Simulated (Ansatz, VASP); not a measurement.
**Two plane-wave programs on ZrPbO4**

```
Zr Pb O
1.0
     0.00000    3.30588    3.30588
     3.30588    0.00000    3.30588
     3.30588    3.30588    0.00000
Zr Pb O
1 1 4
Direct
  0.25000 0.25000 0.25000
  0.50000 0.50000 0.50000
  0.87651 0.87651 0.37047
  0.37047 0.87651 0.87651
  0.87651 0.87651 0.87651
  0.87651 0.37047 0.87651
```

Change from the starting cell: species swapped into the ErNi4Au type (F-43m, No. 216).

Alike in both runs: task relaxation of cell and atoms; functional PBE; k mesh 10 × 10 × 10; occupations gaussian, width 0.1 eV; no spin polarisation.

|  | VASP | Ansatz |
| --- | --- | --- |
| version | VASP 6.6.1 | Ansatz 0.2.0 |
| potentials or method | VASP PAW PBE potentials, release 64 (Zr_sv, Pb_d, O), cutoff 600 eV | scalar-relativistic, plane waves, PAW |
| valence electrons in the cell | 50 | 50 |

```csv
,VASP,Ansatz,Ansatz less VASP
"gap on the k mesh at the Fermi level, each at its own relaxed structure (eV)",none,none,-
relaxed volume (Å³/atom),12.07,12.07,+0.004
relaxed cell length with the largest relative difference (Å),4.679,4.679,+0.0005
```

A gap of «none» marks a metal or a gap that the smearing closes.

Neither program's run includes spin-orbit coupling.
